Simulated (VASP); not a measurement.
PbO: single point with r2SCAN

PbO:

```
Pb O
1.0
     0.00000    2.79878    2.79878
     2.79878    0.00000    2.79878
     2.79878    2.79878    0.00000
Pb O
1 1
Cartesian
  0.0000 0.0000 0.0000
  1.3994 1.3994 1.3994
```

```yaml
Program: VASP 6.6.1
Task: single point
Functional: r2SCAN
Potentials_or_basis: VASP PAW PBE potentials, release 64 (Pb_d, O)
Cutoff: 520 eV
k_mesh: 8 × 8 × 8
Occupations: gaussian, width 0.01 eV
Spin: no spin polarisation
```

```
Pressure               : 0.3 GPa
Band gap on the k mesh : 0.61 eV (least direct gap 0.79 eV)
```

Levels at points of the mesh, in eV from the valence-band top:
| k point | band 6 | band 7 | band 8 | band 9 | band 10 | band 11 | band 12 | band 13 | band 14 | band 15 |
| --- | --- | --- | --- | --- | --- | --- | --- | --- | --- | --- |
| (0.00, 0.00, 0.00) | -16.88 | -6.99 | -2.41 | -2.41 | -2.41 | 5.62 | 5.62 | 5.62 | 8.44 | 12.60 |
| (0.50, 0.00, 0.00) | -16.35 | -8.06 | -2.89 | -2.89 | -2.24 | 2.60 | 5.82 | 5.82 | 9.06 | 12.43 |
| (0.50, 0.50, 0.00) | -16.24 | -8.05 | -3.67 | -3.67 | -0.19 | 0.61 | 6.25 | 6.25 | 6.62 | 11.55 |

It took 2.8 min on 1 thread of AMD EPYC 7R13, on a shared host, peak memory 0.15 GiB.

Caveat: the structure was generated, so it needn't be the stable form of PbO; the PAW data sets were made with another functional, which shifts forces and pressure a little; spin-orbit coupling is left out, which moves the levels of the heavy elements. A k mesh can miss the band edges.
